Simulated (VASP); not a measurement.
Here is a VASP 6.6.1 calculation.

File INCAR:

```
ALGO = Normal
EDIFF = 1E-7
ENCUT = 520
GGA = PE
ISIF = 2
ISMEAR = 0
LASPH = T
LCHARG = F
LREAL = F
LWAVE = F
NBANDS = 16
NELM = 100
PREC = Accurate
SIGMA = 0.15
```

File KPOINTS:

```
k-points
0
Gamma
  16 16 16
```

The input POSCAR:

```
GaSb
1.0
   -1.7074564222      2.6899966729      2.5946538071
    1.7074564222     -2.6899966729      2.5946538071
    1.7074564222      2.6899966729     -2.5946538071
Ga Sb
1 1
Direct
    0.0000000000      0.0000000000      0.0000000000
    0.5000000000      0.5000000000      0.0000000000
```

Potentials or basis: VASP PAW PBE potentials, release 64 (Ga_d, Sb).

Run with:

```sh
$ cat potpaw_PBE.64/Ga_d/POTCAR potpaw_PBE.64/Sb/POTCAR > POTCAR
$ mpirun -np 1 vasp_std > vasp.out
```

Q: Predict the pressure.

A: 3.9 GPa.

Q: What does it give for the band gap on the k mesh?

A: Zero (band 9 reaches 9.54 eV, above the bottom of band 10 at 3.75 eV).

Stress tensor (GPa, compression positive):
```
-4.19  0.00  0.00
 0.00 -3.88  0.00
 0.00  0.00 19.73
```

Caveat: the cell differs from its parent crystal (strain +e along x and -e along y +0.0133, strain +e along z and -e/2 along x and y -0.1000); spin-orbit coupling is left out, which moves the levels of the heavy elements.
